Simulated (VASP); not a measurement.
# SnO2 in VASP: further runs, part 2 of 2

VASP 6.6.1.

### 3 Single point, LDA (mode 4 frozen in at +0.000 Å and mode 5 at -0.126 Å (largest displacements))

INCAR reads:

```
SYSTEM = SnO2
PREC = Accurate
ENCUT = 520
EDIFF = 1E-6
ISMEAR = 0
SIGMA = 0.05
LREAL = .FALSE.
LASPH = .TRUE.
NELM = 60
ALGO = Normal
ISIF = 2
LWAVE = .FALSE.
LCHARG = .TRUE.
LELF = .TRUE.
LVHAR = .TRUE.
NBANDS = 35
```

KPOINTS reads:

```
regular mesh
0
G
  6 6 8
  0 0 0
```

POSCAR reads:

```
SnO2
1.0
    4.7207174017      0.0000000000      0.0000000000
    0.0000000000      4.7207174017      0.0000000000
    0.0000000000      0.0000000000      3.1887553105
Sn O
2 4
Direct
    0.0000000000      0.0000000000     -0.0395138503
    0.5000000000      0.5000000000      0.5395138503
    0.3061065496      0.3061065496      0.0229898081
    0.1938934504      0.8061065496      0.4770101919
    0.6938934504      0.6938934504      0.0229898081
    0.8061065496      0.1938934504      0.4770101919
```

Potentials or basis: VASP PAW LDA potentials, release 64 (Sn_d, O).

Command:

```
> cat potpaw_LDA.64/Sn_d/POTCAR potpaw_LDA.64/O/POTCAR > POTCAR
> mpirun -np 1 vasp_std > vasp.out
```

OUTCAR:

```text
SYSTEM = SnO2
   PREC = Accurate
   ENCUT = 520
   EDIFF = 1E-6
   ISMEAR = 0
   LREAL = .FALSE.
   LASPH = .TRUE.
   NELM = 60
   ISIF = 2

 ion  position               nearest neighbor table
   1  0.000  0.000  0.960-   4 2.01   6 2.01   5 2.05   3 2.05   4 2.09   6 2.09   2 3.60   2 3.60
                             2 3.60   2 3.60
   2  0.500  0.500  0.540-   3 2.01   5 2.01   4 2.05   6 2.05   3 2.09   5 2.09   1 3.60   1 3.60
                             1 3.60   1 3.60
   3  0.306  0.306  0.023-   2 2.01   1 2.05   2 2.09
   4  0.194  0.806  0.477-   1 2.01   2 2.05   1 2.09
   5  0.694  0.694  0.023-   2 2.01   1 2.05   2 2.09
   6  0.806  0.194  0.477-   1 2.01   2 2.05   1 2.09

  LATTYP: Found a simple tetragonal cell.
 ALAT       =     4.7207174017
 C/A-ratio  =     0.6754810846

  Lattice vectors:

 A1 = (   4.7207174017,   0.0000000000,   0.0000000000)
 A2 = (   0.0000000000,   4.7207174017,   0.0000000000)
 A3 = (   0.0000000000,   0.0000000000,   3.1887553105)

Analysis of symmetry for initial positions (statically):
=====================================================================
 Subroutine PRICEL returns:
 Original cell was already a primitive cell.

[... 179 lines left out ...]

 E-fermi :   6.2464     XC(G=0): -11.8409

 val. band max:        5.9771319966   @ k =   0.0000   0.0000   0.0000
 cond. band min:       7.0955478240   @ k =   0.0000   0.0000   0.0000
 fundamental gap:      1.1184158273
 Fermi energy:         6.2463562743

 k-point     1 :       0.0000    0.0000    0.0000
  band No.  band energies     occupation
      1     -15.0559      2.00000
      2     -14.3062      2.00000
      3     -14.0211      2.00000
      4     -14.0195      2.00000
      5     -14.0195      2.00000
      6     -13.9033      2.00000
[... 901 lines left out ...]
     34      17.8236      0.00000
     35      18.5932      0.00000

 [... further k-points ...]
[... 5 lines left out ...]
  --------------------------------------------------------------------------------------
  -------------------------------------------------------------------------------------
  Total        0.6642100      0.6642100      0.6906876      0.0000000      0.0000000      0.0000000
  in kB       14.9754135     14.9754135     15.5723824      0.0000000      0.0000000      0.0000000
  external PRESSURE =      15.1744032 kB  Pullay stress =       0.0000000 kB

 VOLUME and BASIS-vectors are now :
 -----------------------------------------------------------------------------
  energy-cutoff  :      520.00
  volume of cell :       71.06
      direct lattice vectors                 reciprocal lattice vectors
     4.720717402  0.000000000  0.000000000     0.211832210  0.000000000  0.000000000
     0.000000000  4.720717402  0.000000000     0.000000000  0.211832210  0.000000000
     0.000000000  0.000000000  3.188755310     0.000000000  0.000000000  0.313601987

 POSITION                                       TOTAL-FORCE (eV/Angst)
 -----------------------------------------------------------------------------------
      0.00000      0.00000      3.06276         0.000000      0.000000      1.241495
      2.36036      2.36036      1.72038         0.000000      0.000000     -1.241495
      1.44504      1.44504      0.07331        -0.142364     -0.142364     -0.064569
      0.91532      3.80540      1.52107         0.142364     -0.142364      0.064569
      3.27567      3.27567      0.07331         0.142364      0.142364     -0.064569
      3.80540      0.91532      1.52107        -0.142364      0.142364      0.064569
 -----------------------------------------------------------------------------------
    total drift:                               -0.000000     -0.000000      0.000000

  FREE ENERGIE OF THE ION-ELECTRON SYSTEM (eV)
  ---------------------------------------------------
  free  energy   TOTEN  =       -42.1142490556 eV

  energy  without entropy=      -42.1142490556  energy(sigma->0) =      -42.11424906
```

Run time: 41 s. Hardware: 1 thread of Intel Xeon 6975P-C (Granite Rapids), shared host; peak memory 0.21 GiB.

Results:

- Free energy: -42.1142 eV
- Pressure: 1.5 GPa
- Largest force: 1.241 eV/Å
- Band gap on the k mesh: 1.12 eV, direct

Forces on the atoms (eV/Å):
```
Sn   0.000  0.000  1.241
Sn   0.000  0.000 -1.241
O   -0.142 -0.142 -0.065
O    0.142 -0.142  0.065
O    0.142  0.142 -0.065
O   -0.142  0.142  0.065
```

Levels at points of the mesh, in eV from the valence-band top:
```tsv
k point	band 24	band 25	band 26	band 27	band 28	band 29
(0.00, 0.00, 0.00)	-0.76	-0.76	0.00	1.12	5.93	6.05
(0.50, 0.00, 0.00)	-1.26	-0.65	-0.65	4.26	4.26	6.78
(0.50, 0.50, 0.00)	-1.36	-0.93	-0.93	4.66	4.66	7.23
(0.00, 0.00, 0.50)	-1.49	-1.30	-1.30	5.71	6.29	9.31
(0.50, 0.00, 0.50)	-1.14	-0.75	-0.75	6.25	6.25	7.82
(0.50, 0.50, 0.50)	-1.00	-0.87	-0.87	4.72	4.72	8.44
```

Caveat: the cell differs from its parent crystal (mode 4 frozen in at +0.000 Å and mode 5 at -0.126 Å (largest displacements)); spin-orbit coupling is left out, which moves the levels of the heavy elements; forces of over 1 eV/Å act on the atoms, so gaps and moduli don't describe the material at rest.

### 4 Single point, LDA (mode 4 frozen in at +0.000 Å and mode 5 at -0.210 Å (largest displacements))

INCAR reads:

```
PREC = Accurate ; ENCUT = 520
EDIFF = 1E-6 ; ISMEAR = 0
SIGMA = 0.05 ; LREAL = F
LASPH = T ; NELM = 80
ALGO = Normal ; ISIF = 2
LWAVE = F ; LCHARG = F
GGA = CA ; NBANDS = 35
```

KPOINTS reads:

```
Automatic mesh
0
Gamma
  6 6 8
```

POSCAR reads:

```
SnO2
1.0
    4.7207174017      0.0000000000      0.0000000000
    0.0000000000      4.7207174017      0.0000000000
    0.0000000000      0.0000000000      3.1887553105
Sn O
2 4
Direct
    0.0000000000      0.0000000000     -0.0658564172
    0.5000000000      0.5000000000      0.5658564172
    0.3061065496      0.3061065496      0.0383163468
    0.1938934504      0.8061065496      0.4616836532
    0.6938934504      0.6938934504      0.0383163468
    0.8061065496      0.1938934504      0.4616836532
```

Potentials or basis: VASP PAW LDA potentials, release 64 (Sn_d, O).

Command:

```
> cat potpaw_LDA.64/Sn_d/POTCAR potpaw_LDA.64/O/POTCAR > POTCAR
> mpirun -np 1 vasp_std > vasp.out
```

OUTCAR:

```text
PREC = Accurate
   ENCUT = 520
   EDIFF = 1E-6
   ISMEAR = 0
   LREAL = F
   LASPH = T
   NELM = 80
   ISIF = 2
   GGA = CA

 ion  position               nearest neighbor table
   1  0.000  0.000  0.934-   4 1.99   6 1.99   5 2.07   3 2.07   4 2.12   6 2.12   2 3.54   2 3.54
                             2 3.54   2 3.54
   2  0.500  0.500  0.566-   3 1.99   5 1.99   4 2.07   6 2.07   3 2.12   5 2.12   1 3.54   1 3.54
                             1 3.54   1 3.54
   3  0.306  0.306  0.038-   2 1.99   1 2.07   2 2.12
   4  0.194  0.806  0.462-   1 1.99   2 2.07   1 2.12
   5  0.694  0.694  0.038-   2 1.99   1 2.07   2 2.12
[... 1123 lines left out ...]
  -------------------------------------------------------------------------------------
  Total        0.9821089      0.9821089      0.5187393      0.0000000      0.0000000      0.0000000
  in kB       22.1428245     22.1428245     11.6956014      0.0000000      0.0000000      0.0000000
  external PRESSURE =      18.6604168 kB  Pullay stress =       0.0000000 kB

 VOLUME and BASIS-vectors are now :
 -----------------------------------------------------------------------------
  energy-cutoff  :      520.00
  volume of cell :       71.06
      direct lattice vectors                 reciprocal lattice vectors
     4.720717402  0.000000000  0.000000000     0.211832210  0.000000000  0.000000000
     0.000000000  4.720717402  0.000000000     0.000000000  0.211832210  0.000000000
     0.000000000  0.000000000  3.188755310     0.000000000  0.000000000  0.313601987

 POSITION                                       TOTAL-FORCE (eV/Angst)
 -----------------------------------------------------------------------------------
      0.00000      0.00000      2.97876         0.000000     -0.000000      2.110000
      2.36036      2.36036      1.80438         0.000000     -0.000000     -2.110000
      1.44504      1.44504      0.12218        -0.343419     -0.343419     -0.112006
      0.91532      3.80540      1.47220         0.343419     -0.343419      0.112006
      3.27567      3.27567      0.12218         0.343419      0.343419     -0.112006
      3.80540      0.91532      1.47220        -0.343419      0.343419      0.112006
 -----------------------------------------------------------------------------------
    total drift:                               -0.000000     -0.000000      0.000000

  FREE ENERGIE OF THE ION-ELECTRON SYSTEM (eV)
  ---------------------------------------------------
  free  energy   TOTEN  =       -41.8161414542 eV

  energy  without entropy=      -41.8161414542  energy(sigma->0) =      -41.81614145
```

stdout:

```text
POSCAR found type information on POSCAR SnO
 POSCAR found :  2 types and       6 ions
 scaLAPACK will be used
 LDA part: xc-table for (Slater(with rela. corr.)+CA(PZ))
 , standard interpolation
 POSCAR, INCAR and KPOINTS ok, starting setup
 FFT: planning ... GRIDC
 FFT: planning ... GRID_SOFT
 FFT: planning ... GRID
 WAVECAR not read
 entering main loop
```

Run time: 39 s. Hardware: 1 thread of Intel Xeon 6975P-C (Granite Rapids), shared host; peak memory 0.21 GiB.

What came out:

* Free energy: -41.8161 eV
* Pressure: 1.9 GPa
* Largest force: 2.110 eV/Å
* Band gap on the k mesh: 0.96 eV, direct

Forces on the atoms (eV/Å):
```
Sn   0.000  0.000  2.110
Sn   0.000  0.000 -2.110
O   -0.343 -0.343 -0.112
O    0.343 -0.343  0.112
O    0.343  0.343 -0.112
O   -0.343  0.343  0.112
```

Levels at points of the mesh, in eV from the valence-band top:
```csv
k point,band 22,band 23,band 24,band 25,band 26,band 27,band 28,band 29,band 30,band 31
"(0.00, 0.00, 0.00)",-1.44,-1.44,-0.69,-0.69,0.00,0.96,5.86,5.98,5.98,9.90
"(0.50, 0.00, 0.00)",-2.07,-1.29,-1.29,-0.65,-0.65,4.07,4.07,6.68,6.68,10.49
"(0.50, 0.50, 0.00)",-2.09,-1.37,-1.37,-0.96,-0.96,4.49,4.49,7.05,7.05,10.69
"(0.00, 0.00, 0.50)",-2.62,-2.18,-1.33,-1.31,-1.31,5.38,6.30,9.14,9.78,9.78
"(0.50, 0.00, 0.50)",-1.89,-1.14,-1.14,-0.79,-0.79,6.05,6.05,7.66,7.66,10.49
"(0.50, 0.50, 0.50)",-2.55,-1.01,-1.01,-0.89,-0.89,4.66,4.66,8.12,8.12,10.84
```

Caveat: the cell differs from its parent crystal (mode 4 frozen in at +0.000 Å and mode 5 at -0.210 Å (largest displacements)); spin-orbit coupling is left out, which moves the levels of the heavy elements; forces of over 1 eV/Å act on the atoms, so gaps and moduli don't describe the material at rest.

### 5 Single point, LDA (mode 4 frozen in at +0.000 Å and mode 5 at -0.084 Å (largest displacements))

INCAR reads:

```
SYSTEM = SnO2
  ALGO = Normal
  EDIFF = 1E-6
  ENCUT = 520
  ISIF = 2
  ISMEAR = 0
  LASPH = .TRUE.
  LCHARG = .FALSE.
  LREAL = .FALSE.
  LWAVE = .FALSE.
  NBANDS = 35
  NELM = 100
  PREC = Accurate
  SIGMA = 0.05
```

KPOINTS reads:

```
k-points
0
G
  6 6 8
  0 0 0
```

POSCAR reads:

```
SnO2
1.0
    4.7207174017      0.0000000000      0.0000000000
    0.0000000000      4.7207174017      0.0000000000
    0.0000000000      0.0000000000      3.1887553105
Sn O
2 4
Direct
    0.0000000000      0.0000000000     -0.0263425669
    0.5000000000      0.5000000000      0.5263425669
    0.3061065496      0.3061065496      0.0153265387
    0.1938934504      0.8061065496      0.4846734613
    0.6938934504      0.6938934504      0.0153265387
    0.8061065496      0.1938934504      0.4846734613
```

Potentials or basis: VASP PAW LDA potentials, release 64 (Sn_d, O).

Command:

```
> cat potpaw_LDA.64/Sn_d/POTCAR potpaw_LDA.64/O/POTCAR > POTCAR
> mpirun -np 1 vasp_std > vasp.out
```

OUTCAR:

```text
SYSTEM = SnO2
   EDIFF = 1E-6
   ENCUT = 520
   ISIF = 2
   ISMEAR = 0
   LASPH = .TRUE.
   LREAL = .FALSE.
   NELM = 100
   PREC = Accurate

 ion  position               nearest neighbor table
   1  0.000  0.000  0.974-   4 2.03   6 2.03   5 2.05   3 2.05   4 2.08   6 2.08   2 3.63   2 3.63
                             2 3.63   2 3.63
   2  0.500  0.500  0.526-   3 2.03   5 2.03   4 2.05   6 2.05   3 2.08   5 2.08   1 3.63   1 3.63
                             1 3.63   1 3.63
   3  0.306  0.306  0.015-   2 2.03   1 2.05   2 2.08
   4  0.194  0.806  0.485-   1 2.03   2 2.05   1 2.08
   5  0.694  0.694  0.015-   2 2.03   1 2.05   2 2.08
   6  0.806  0.194  0.485-   1 2.03   2 2.05   1 2.08

[... 1122 lines left out ...]
  Total        0.5794002      0.5794002      0.7393282     -0.0000000      0.0000000      0.0000000
  in kB       13.0632745     13.0632745     16.6690417     -0.0000000      0.0000000      0.0000000
  external PRESSURE =      14.2651969 kB  Pullay stress =       0.0000000 kB

 VOLUME and BASIS-vectors are now :
 -----------------------------------------------------------------------------
  energy-cutoff  :      520.00
  volume of cell :       71.06
      direct lattice vectors                 reciprocal lattice vectors
     4.720717402  0.000000000  0.000000000     0.211832210  0.000000000  0.000000000
     0.000000000  4.720717402  0.000000000     0.000000000  0.211832210  0.000000000
     0.000000000  0.000000000  3.188755310     0.000000000  0.000000000  0.313601987

 POSITION                                       TOTAL-FORCE (eV/Angst)
 -----------------------------------------------------------------------------------
      0.00000      0.00000      3.10476         0.000000      0.000000      0.822890
      2.36036      2.36036      1.67838         0.000000      0.000000     -0.822890
      1.44504      1.44504      0.04887        -0.076433     -0.076433     -0.042619
      0.91532      3.80540      1.54551         0.076433     -0.076433      0.042619
      3.27567      3.27567      0.04887         0.076433      0.076433     -0.042619
      3.80540      0.91532      1.54551        -0.076433      0.076433      0.042619
 -----------------------------------------------------------------------------------
    total drift:                               -0.000000     -0.000000      0.000000

  FREE ENERGIE OF THE ION-ELECTRON SYSTEM (eV)
  ---------------------------------------------------
  free  energy   TOTEN  =       -42.2060967476 eV

  energy  without entropy=      -42.2060967476  energy(sigma->0) =      -42.20609675
```

Wall time 42 s (1 thread of Intel Xeon 6975P-C (Granite Rapids), shared host); peak memory 0.21 GiB.

What came out:

```yaml
Free_energy: -42.2061 eV
Pressure: 1.4 GPa
Largest_force: 0.823 eV/Å
Band_gap_on_the_k_mesh: 1.17 eV, direct
```

Forces in eV/Å, atoms in the order of the input:
```
Sn   0.000  0.000  0.823
Sn   0.000  0.000 -0.823
O   -0.076 -0.076 -0.043
O    0.076 -0.076  0.043
O    0.076  0.076 -0.043
O   -0.076  0.076  0.043
```

Caveat: the cell differs from its parent crystal (mode 4 frozen in at +0.000 Å and mode 5 at -0.084 Å (largest displacements)); spin-orbit coupling is left out, which moves the levels of the heavy elements.
